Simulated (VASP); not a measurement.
Crystal: PtS2.

```
Pt S
1.0
     3.55264    0.00000    0.00000
    -1.77632    3.07668    0.00000
     0.00000    0.00000    5.12271
Pt S
1 2
Direct
  0.00000 0.00000 0.00000
  0.33333 0.66667 0.23926
  0.66667 0.33333 0.76074
```

Base run:

```yaml
Program: VASP 6.6.1
Functional: r2SCAN
Potentials_or_basis: VASP PAW PBE potentials, release 64 (Pt, S)
Cutoff: 520 eV
k_mesh: 6 × 6 × 4
Occupations: gaussian, width 0.01 eV
Spin: no spin polarisation
```

Its results: band gap on the k mesh 0.98 eV (least direct gap 1.59 eV); pressure 1.2 GPa; largest force 0.049 eV/Å.

Question: The run is repeated on the same cell with these changes: dispersion from none to D3(BJ). What comes out?

Answer: Band gap on the k mesh 0.98 eV (least direct gap 1.59 eV); pressure -0.5 GPa; largest force 0.043 eV/Å.

Dispersion adds attraction, which lowers the pressure at fixed volume and, as a term added to the energy, leaves the levels alone.

Caveats: the PAW data sets were made with another functional, which shifts forces and pressure a little; spin-orbit coupling is left out, which moves the levels of the heavy elements.

A k mesh can miss the band edges.
